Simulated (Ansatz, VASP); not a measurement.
## One calculation of AlN, two programs

The input INCAR:

```
SYSTEM = AlN
PREC = Accurate ; ENCUT = 520
EDIFF = 1E-6 ; ISMEAR = 0
SIGMA = 0.01 ; LREAL = .FALSE.
LASPH = .TRUE. ; NELM = 60
ALGO = Normal ; ISIF = 2
LWAVE = .FALSE. ; LCHARG = .FALSE.
GGA = CA ; NBANDS = 16
```

KPOINTS

```
regular mesh
0
G
  8 8 4
  0 0 0
```

The input POSCAR:

```
AlN
1.0
    3.1042139021      0.0000000000      0.0000000000
   -1.5521069510      2.6883280980      0.0000000000
    0.0000000000      0.0000000000      4.9277864282
Al N
2 2
Direct
    0.3333333333      0.6666666667     -0.0017383859
    0.6666666667      0.3333333333      0.4982616141
    0.3333333333      0.6666666667      0.3817383859
    0.6666666667      0.3333333333      0.8817383859
```

Input for Ansatz:

```yaml
crystal:
  lattice:
    - [3.10421390211, 0.0, 0.0]
    - [-1.55210695105, 2.68832809801, 0.0]
    - [0.0, 0.0, 4.92778642818]
  atoms:
    - { symbol: Al, position: [0.333333333333, 0.666666666667, -0.001738385881] }
    - { symbol: Al, position: [0.666666666667, 0.333333333333, 0.498261614119] }
    - { symbol: "N", position: [0.333333333333, 0.666666666667, 0.381738385881] }
    - { symbol: "N", position: [0.666666666667, 0.333333333333, 0.881738385881] }
kpoints:
  mp_grid: { grid: [8, 8, 4] }
scf:
  occupations: { method: fixed }
  convergence: { dr2_threshold: 1.0e-10 }
hamiltonian:
  xc: lda
  pseudopotentials: { kind: all_electron, lapw: { basis_error: 0.0005 } }
output:
  forces: true
  stress: true
  eigenstates:
    kpoints:
      - [0.0, 0.0, 0.0]
      - [0.5, -0.5, -0.334263829]
      - [0.0, 0.5, -0.334263829]
      - [0.5, 0.0, -0.334263829]
      - [-0.666666667, 0.333333333, 0.0]
      - [0.0, 0.0, -0.5]
      - [-0.5, 0.0, 0.0]
      - [-0.5, 0.5, 0.0]
      - [0.0, -0.5, 0.0]
      - [-0.5, 0.0, -0.5]
      - [-0.5, 0.5, -0.5]
      - [0.0, -0.5, -0.5]
  eigenvalues: true
```

Change from the starting cell: film at in-plane strain +0.005.

Alike in both runs: task single point; functional LDA; k mesh 8 × 8 × 4; no spin polarisation.

|  | VASP | Ansatz |
| --- | --- | --- |
| version | VASP 6.6.1 | Ansatz 0.2.0 |
| potentials or method | VASP PAW LDA potentials, release 64 (Al, N), cutoff 520 eV | all-electron LAPW, scalar-relativistic |
| occupations | gaussian, width 0.01 eV | fixed |

```tsv
	VASP	Ansatz	Ansatz less VASP
gap on the k mesh at the Fermi level (eV)	4.32	4.31	-0.006
pressure (GPa)	-1.0	-1.5	-0.57
traceless stress, the component that is largest in VASP (GPa)	1.56	1.56	-0.002
```

LDA's correlation is that of Perdew and Zunger in VASP and of Perdew and Wang (1992) in Ansatz. Ansatz ran all-electron here, and VASP with PAW potentials.
